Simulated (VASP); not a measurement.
Set up this calculation in VASP 6.6.1, as the native input.

| Quantity | Value |
| --- | --- |
| Task | relaxation of cell and atoms |
| Functional | PBE |
| Potentials or basis | VASP PAW PBE potentials, release 64 (Mg, Cl) |
| Cutoff | 600 eV |
| k mesh | 3 × 3 × 3 |
| Occupations | gaussian, width 0.1 eV |
| Spin | no spin polarisation |
| Dipole correction | no |
| Further INCAR settings | ALGO = Normal; EDIFF = 1e-07; IBRION = 2; EDIFFG = -0.04; NSW = 90; ISIF = 3 |

The structure of Mg2Cl3 lies in POSCAR:

```
Mg2Cl3
1.0
    4.5460980300      2.6246909200      2.6419768800
   -4.5460980300      2.6246909200      2.6419768800
    0.0000000000     -5.2493818400      2.6419768800
Mg Cl
4 6
Direct
    0.5000000000      0.5000000000      0.0000000000
    0.0000000000      0.5000000000      0.5000000000
    0.5000000000      0.0000000000      0.5000000000
    0.0000000000      0.0000000000      0.0000000000
    0.2273139000      0.6366301800      0.2273139000
    0.2273139000      0.2273139000      0.6366301800
    0.6366301800      0.2273139000      0.2273139000
    0.7726861000      0.3633698200      0.7726861000
    0.3633698200      0.7726861000      0.7726861000
    0.7726861000      0.7726861000      0.3633698200
```

The cell was generated, and may not be a known phase.

These files were run (other wordings do the same):

INCAR

```
PREC = Accurate
ENCUT = 600
EDIFF = 1E-7
ISMEAR = 0
SIGMA = 0.1
LREAL = F
LASPH = T
NELM = 80
ALGO = Normal
ISIF = 3
LWAVE = F
LCHARG = F
GGA = PE
IBRION = 2
NSW = 90
EDIFFG = -0.04
```

KPOINTS

```
Automatic mesh
0
Gamma
  3 3 3
```

Potentials or basis: VASP PAW PBE potentials, release 64 (Mg, Cl).

The run is started by

```bash
$ cat potpaw_PBE.64/Mg/POTCAR potpaw_PBE.64/Cl/POTCAR > POTCAR
$ mpirun -np 1 vasp_std > vasp.out
```

It gave:

| Quantity | Value |
| --- | --- |
| Relaxed volume | 22.85 Å³/atom |
| Relaxed cell | a = 6.260 Å, b = 6.260 Å, c = 6.260 Å, α = 101.40°, β = 101.40°, γ = 101.40° |
| Space group after relaxing (to 0.1 Å) | R-3m (No. 166) |
| Energy gained by relaxing | 125.6 meV/atom |
| Ionic steps | 8 |
| Pressure after relaxing | 0.1 GPa |
| Largest force after relaxing | 0.022 eV/Å |
| Band gap on the k mesh | 0.86 eV (least direct gap 1.45 eV) |

Caveat: the volume moved by over 15 % at a fixed basis, so the end points are rough.

It took 7.7 min on 1 thread of Oxide Virtual Turin-like Processor, on a shared host, peak memory 0.3 GiB.
